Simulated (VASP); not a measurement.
# SnS2 (P-3m1) in VASP: G0W0 quasiparticle levels with PBE

Aim: the G0W0 quasiparticle levels of SnS2 with PBE.

All numbers are computed with VASP 6.6.1; they aren't measurements. Logs are shortened: lines on timing, memory, paths and dates and some standing lists are left out, and cuts for length are marked.

### 1 The cell of the first run

It takes space group P-3m1 (No. 164, trigonal). The conventional cell has a = 3.661 Å, b = 3.661 Å, c = 5.962 Å, α = 90.00°, β = 90.00°, γ = 120.00°. Sn (site symmetry -3m) has 6 S at 2.57 Å within 3.4 Å. Within 3.4 Å of S (site symmetry 3m) lie 3 Sn at 2.57 Å.

### 2 G0W0 quasiparticle levels, PBE

POSCAR reads:

```
SnS2
1.0
    3.6607548066      0.0000000000      0.0000000000
   -1.8303774033      3.1703066595      0.0000000000
    0.0000000000      0.0000000000      5.9617808738
Sn S
1 2
Direct
    0.0000000000      0.0000000000      0.0000000000
    0.3333333333      0.6666666667      0.2455905351
    0.6666666667      0.3333333333      0.7544094649
```

INCAR.step1 reads:

```
  PREC = Accurate
  ENCUT = 500
  EDIFF = 1E-8
  ISMEAR = 0
  SIGMA = 0.01
  LREAL = F
  LASPH = T
  NELM = 100
  ALGO = Normal
  LWAVE = T
  LCHARG = F
  GGA = PE
```

INCAR.step2 reads:

```
  PREC = Accurate
  ENCUT = 500
  EDIFF = 1E-8
  ISMEAR = 0
  SIGMA = 0.01
  LREAL = F
  LASPH = T
  NELM = 1
  ALGO = Exact
  LWAVE = T
  LCHARG = F
  GGA = PE
  NBANDS = 219
  LOPTICS = T
  ISTART = 1
```

INCAR.step3 reads:

```
  PREC = Accurate
  ENCUT = 500
  EDIFF = 1E-8
  ISMEAR = 0
  SIGMA = 0.01
  LREAL = F
  LASPH = T
  ALGO = EVGW0
  LWAVE = F
  LCHARG = F
  GGA = PE
  NELMGW = 1
  NBANDS = 219
  ENCUTGW = 120.0
  NOMEGA = 96
  PRECFOCK = Fast
  ISTART = 1
  NBANDSGW = 21
  OMEGAMAX = 20
```

KPOINTS reads:

```
regular mesh
0
Gamma
  6 6 2
```

Potentials or basis: VASP PAW PBE potentials, release 64 (Sn_d_GW, S_GW).

The run is started by

```sh
> cat potpaw_PBE.64/Sn_d_GW/POTCAR potpaw_PBE.64/S_GW/POTCAR > POTCAR
> cp INCAR.step1 INCAR
> mpirun -np 1 vasp_std > vasp.out
> cp INCAR.step2 INCAR
> mpirun -np 1 vasp_std > vasp.out
> cp INCAR.step3 INCAR
> mpirun -np 1 vasp_std > vasp.out
```

OUTCAR:

```text
PREC = Accurate
   ENCUT = 500
   EDIFF = 1E-8
   ISMEAR = 0
   LREAL = F
   LASPH = T
   GGA = PE
   NELMGW = 1
   ENCUTGW = 120.0
   PRECFOCK = Fast
   ISTART = 1

 ion  position               nearest neighbor table
   1  0.000  0.000  0.000-   2 2.57   3 2.57   2 2.57   3 2.57   3 2.57   2 2.57
   2  0.333  0.667  0.246-   1 2.57   1 2.57   1 2.57
   3  0.667  0.333  0.754-   1 2.57   1 2.57   1 2.57

  LATTYP: Found a hexagonal cell.
 ALAT       =     3.6607548066
 C/A-ratio  =     1.6285660168

  Lattice vectors:

 A1 = (   3.6607548066,   0.0000000000,   0.0000000000)
 A2 = (  -1.8303774033,   3.1703066595,   0.0000000000)
 A3 = (   0.0000000000,   0.0000000000,   5.9617808738)

Analysis of symmetry for initial positions (statically):
=====================================================================
 Subroutine PRICEL returns:
 Original cell was already a primitive cell.

 Routine SETGRP: Setting up the symmetry group for a
 hexagonal supercell.

 Subroutine GETGRP returns: Found 12 space group operations
 (whereof 12 operations were pure point group operations)
 out of a pool of 24 trial point group operations.

The static configuration has the point symmetry D_3d.

Analysis of symmetry for dynamics (positions and initial velocities):
=====================================================================
 Subroutine PRICEL returns:
 Original cell was already a primitive cell.

 Routine SETGRP: Setting up the symmetry group for a
 hexagonal supercell.

 Subroutine GETGRP returns: Found 12 space group operations
 (whereof 12 operations were pure point group operations)
 out of a pool of 24 trial point group operations.

The dynamic configuration has the point symmetry D_3d.

 Subroutine INISYM returns: Found 12 space group operations
 (whereof 12 operations are pure point group operations),
 and found     1 'primitive' translations

----------------------------------------------------------------------------------------

                                     Primitive cell

  volume of cell :      69.1907

  direct lattice vectors                    reciprocal lattice vectors
     3.660754807  0.000000000  0.000000000     0.273167708  0.157713450  0.000000000
    -1.830377403  3.170306660  0.000000000     0.000000000  0.315426899  0.000000000
     0.000000000  0.000000000  5.961780874     0.000000000  0.000000000  0.167735115

  length of vectors
     3.660754807  3.660754807  5.961780874     0.315426899  0.315426899  0.167735115

  position of ions in fractional coordinates (direct lattice)
     0.000000000  0.000000000  0.000000000
     0.333333333  0.666666667  0.245590535
     0.666666667  0.333333333  0.754409465

  ion indices of the primitive-cell ions
   primitive index   ion index
                 1           1
                 2           2
                 3           3

----------------------------------------------------------------------------------------

 KPOINTS: regular mesh

Automatic generation of k-mesh.
 Grid dimensions read from file:
 generate k-points for:    6    6    2

 Generating k-lattice:

  Cartesian coordinates                     Fractional coordinates (reciprocal lattice)
     0.045527951  0.026285575  0.000000000     0.166666667 -0.000000000  0.000000000
     0.000000000  0.052571150  0.000000000     0.000000000  0.166666667  0.000000000
     0.000000000  0.000000000  0.083867557     0.000000000  0.000000000  0.500000000

  Length of vectors
     0.052571150  0.052571150  0.083867557

  Shift w.r.t. Gamma in fractional coordinates (k-lattice)
     0.000000000  0.000000000  0.000000000

 Subroutine IBZKPT returns following result:
 ===========================================

 Found     14 irreducible k-points:

 Following reciprocal coordinates:
            Coordinates               Weight
  0.000000  0.000000  0.000000      1.000000
  0.166667 -0.000000  0.000000      6.000000
  0.333333 -0.000000  0.000000      6.000000
  0.500000  0.000000  0.000000      3.000000
  0.166667  0.166667  0.000000      6.000000
  0.333333  0.166667  0.000000     12.000000
  0.333333  0.333333  0.000000      2.000000
  0.000000  0.000000  0.500000      1.000000
  0.166667 -0.000000  0.500000      6.000000
  0.333333 -0.000000  0.500000      6.000000
  0.500000  0.000000  0.500000      3.000000
  0.166667  0.166667  0.500000      6.000000
  0.333333  0.166667  0.500000     12.000000
  0.333333  0.333333  0.500000      2.000000
   k-points           NKPTS =     14   k-points in BZ     NKDIM =     72   number of bands    NBANDS=    219
   number of dos      NEDOS =    301   number of ions     NIONS =      3
   total plane-waves  NPLWV =  37632
   dimension x,y,z NGX =    28 NGY =   28 NGZ =   48
   dimension x,y,z NGXF=    56 NGYF=   56 NGZF=   96
   ions per type =               1   2
   NGX,Y,Z   is equivalent  to a cutoff of  12.72, 12.72, 13.38 a.u.
   NGXF,Y,Z  is equivalent  to a cutoff of  25.43, 25.43, 26.77 a.u.
 SYSTEM =  unknown system
   PREC   = accura    normal or accurate (medium, high low for compatibility)
   ISTART =      1    job   : 0-new  1-cont  2-samecut
   ICHARG =      0    charge: 1-file 2-atom 10-const
   ISPIN  =      1    spin polarized calculation?
   LNONCOLLINEAR =      F non collinear calculations
   LSORBIT =      F    spin-orbit coupling
   LASPH  =      T    aspherical Exc in radial PAW
   ENCUT  =  500.0 eV  36.75 Ry    6.06 a.u.   6.67  6.67 10.87*2*pi/ulx,y,z
   NELM   =     60;   NELMIN=  2; NELMDL=  0     # of ELM steps
   EDIFF  = 0.1E-07   stopping-criterion for ELM
   LREAL  =      F    real-space projection
   EDIFFG = 0.1E-06   stopping-criterion for IOM
   NSW    =      0    number of steps for IOM
   IBRION =     -1    ionic relax: 0-MD 1-quasi-New 2-CG
   NFREE  =      0    steps in history (QN), initial steepest desc. (CG)
   ISIF   =      0    stress and relaxation
   ISYM   =      3    0-nonsym 1-usesym 2-fastsym
   POTIM  = 0.5000    time-step for ionic-motion
   TEBEG  =    0.0;   TEEND  =   0.0 temperature during run
   PSTRESS=    0.0 pullay stress
   NELECT =      26.0000    total number of electrons
   NUPDOWN=      -1.0000    fix difference up-down
   EMIN   =  10.00;   EMAX   =-10.00  energy-range for DOS
   EFERMI =   0.00;   METHOD = LEGACY
   ISMEAR =     0;   SIGMA  =   0.01  broadening in eV -4-tet -1-fermi 0-gaus
   EFERMI_NEDOS =   21; number of points for ismear=-14 and -15
   IALGO  =     38    algorithm
   IMIX   =      4    mixing-type and parameters
     AMIX     =   0.40;   BMIX     =  1.00
     AMIX_MAG =   1.60;   BMIX_MAG =  1.00
  volume/ion in A,a.u.               =      23.06       155.64
  Fermi-wavevector in a.u.,A,eV,Ry     =   1.181363  2.232452 18.988538  1.395618
  Thomas-Fermi vector in A             =   2.317638
   LORBIT       =      0    0 simple, 1 ext, 2 COOP (PROOUT), +10 PAW based schemes
   GGA     = PE    functional components
   LHFCALC =     T    Hartree Fock is set to
   PRECFOCK=fast      Normal, Fast or Accurate (Low or Medium for compatibility)
   ENCUT4O =  -1.0   cutoff for four orbital integrals eV
   NKREDX  =     1    reduce k-point grid by
   NKREDY  =     1    reduce k-point grid by
   NKREDZ  =     1    reduce k-point grid by
   AEXX    =    1.0000 exact exchange contribution
   HFSCREEN=    0.0000 screening length (either q_TF or 0.3 A-1)
   HFSCREENC=   0.0000 screening length for correlation (either q_TF or 0.3 A-1)
   ENCUTFOCK=  -1.0 apply spherical cutoff to Coloumb kernel
   IVDW    =     0    specifies the selected vdW correction
   LEPSILON=     F    determine dielectric tensor
   LRPA    =     F    only Hartree local field effects (RPA)
   LRPAFORCE           =     F    calculate RPA forces
   ENCUTGW             = 120.0    cutoff for response function in eV
   ENCUTGWSOFT         =  96.0    soft cutoff for Coulomb kernel in GW response function in eV
   ENCUTLF             =  -1.0    cutoff for local field effects
   NELMGW              =     1    number of iterations in solving QP/BSE equation
   NELMHF              =     1    number of iterations in the inner HF iteration
   NKREDLFX            =     1    NKREDLFY  =   1   NKREDLFZ  =   1
 non-spin polarized calculation
 Gauss-broadening in eV      SIGMA  =   0.01
  energy-cutoff  :      500.00
  volume of cell :       69.19
 maximum number of plane-waves:      1762
 NGX is ok and might be reduce to    28
  NGX = 16; NGY = 16; NGZ = 28
   NGX = 13   NGY = 13   NGZ = 21
 maximum number of plane-waves:       214
 NGX is ok and might be reduce to    14

 QP shifts <psi_nk| G(iteration)W_0 |psi_nk>: iteration 1
 for sc-GW calculations column KS-energies equals QP-energies in previous step
 and V_xc(KS)=  KS-energies - (<T + V_ion + V_H > + <T+V_H+V_ion>^1  + <V_x>^1)

 k-point   1 :       0.0000    0.0000    0.0000
  band No.  KS-energies  QP-energies   sigma(KS)   V_xc(KS)     V^pw_x(r,r')   Z            occupation Imag(sigma)

      1     -17.3938     -19.9575     -21.0108     -17.4746     -27.1524       0.7250       2.0000       0.2040
      2     -17.3938     -19.9575     -21.0108     -17.4746     -27.1524       0.7250       2.0000       0.2040
      3     -17.3531     -19.8702     -20.9606     -17.4448     -27.0168       0.7159       2.0000       0.1195
      4     -17.3261     -19.8805     -21.0227     -17.4960     -27.0852       0.7243       2.0000       0.1336
      5     -17.3261     -19.8805     -21.0227     -17.4960     -27.0852       0.7243       2.0000       0.1336
      6     -10.1983     -10.3336     -12.8555     -12.6279     -20.7673       0.5946       2.0000       1.3275
[... 13 lines left out ...]
     20      12.9912      13.3877     -10.2405     -10.7566      -5.1708       0.7683       0.0000      -0.2066
     21      14.0135      14.1670      -9.5631      -9.7648      -4.2432       0.7613       0.0000      -0.3084

 k-point   2 :       0.1667   -0.0000    0.0000
  band No.  KS-energies  QP-energies   sigma(KS)   V_xc(KS)     V^pw_x(r,r')   Z            occupation Imag(sigma)

      1     -17.4109     -19.9649     -20.9818     -17.4595     -27.1597       0.7251       2.0000       0.2259
      2     -17.3794     -19.9542     -21.0362     -17.4935     -27.1879       0.7268       2.0000       0.2142
      3     -17.3430     -19.8727     -20.9800     -17.4617     -27.0398       0.7190       2.0000       0.1251
      4     -17.3339     -19.8725     -20.9936     -17.4762     -27.0477       0.7217       2.0000       0.1234
      5     -17.3242     -19.8762     -21.0122     -17.4915     -27.0637       0.7248       2.0000       0.1244
      6      -9.8934     -10.0480     -12.9748     -12.7136     -20.7598       0.5919       2.0000       1.2408
[... 13 lines left out ...]
     20      13.2874      13.6861     -10.0407     -10.5557      -4.9091       0.7741       0.0000      -0.2262
     21      13.5424      13.8531      -9.4419      -9.8426      -4.3806       0.7754       0.0000      -0.2248
[... 258 lines left out ...]
      5     -17.2950     -19.8528     -21.0282     -17.5100     -27.0728       0.7270       2.0000       0.1182
      6      -8.3082      -8.5309     -13.8060     -13.4491     -21.0448       0.6241       2.0000       0.9754
[... 13 lines left out ...]
     20      13.6780      13.9980      -9.9009     -10.3189      -4.6355       0.7656       0.0000      -0.2416
     21      14.0016      14.3056     -10.0501     -10.4519      -4.6943       0.7564       0.0000      -0.2831

 k-point  14 :       0.3333    0.3333    0.5000
  band No.  KS-energies  QP-energies   sigma(KS)   V_xc(KS)     V^pw_x(r,r')   Z            occupation Imag(sigma)

      1     -17.4167     -19.9483     -20.9563     -17.4538     -27.1904       0.7228       2.0000       0.2571
      2     -17.4167     -19.9483     -20.9563     -17.4538     -27.1904       0.7228       2.0000       0.2571
      3     -17.3254     -19.8576     -20.9904     -17.4813     -27.0368       0.7216       2.0000       0.1189
      4     -17.3254     -19.8576     -20.9904     -17.4813     -27.0368       0.7216       2.0000       0.1189
      5     -17.3026     -19.8505     -21.0176     -17.4968     -27.0616       0.7237       2.0000       0.1166
      6      -7.7393      -7.9659     -14.1791     -13.8247     -21.3141       0.6393       2.0000       0.9492
[... 13 lines left out ...]
     20      13.1088      13.4093      -9.9661     -10.3573      -4.8132       0.7680       0.0000      -0.2170
     21      13.1088      13.4093      -9.9661     -10.3573      -4.8132       0.7680       0.0000      -0.2170
```

Wall time 19 min (1 thread of Intel Xeon 6975P-C (Granite Rapids), shared host); peak memory 1.1 GiB.

Results:

| Quantity | Value |
| --- | --- |
| Quasiparticle gap | 2.37 eV |
| Least direct quasiparticle gap | 2.77 eV |
| Band gap of the starting levels on the mesh | 1.52 eV |
| Least direct gap of the starting levels on the mesh | 1.94 eV |

Caveat: the k points lie up to 0.53 Å⁻¹ apart; bands, screening cutoff and mesh are small and nothing is extrapolated, so the quasiparticle values aren't converged; spin-orbit coupling is left out, which moves the levels of the heavy elements.
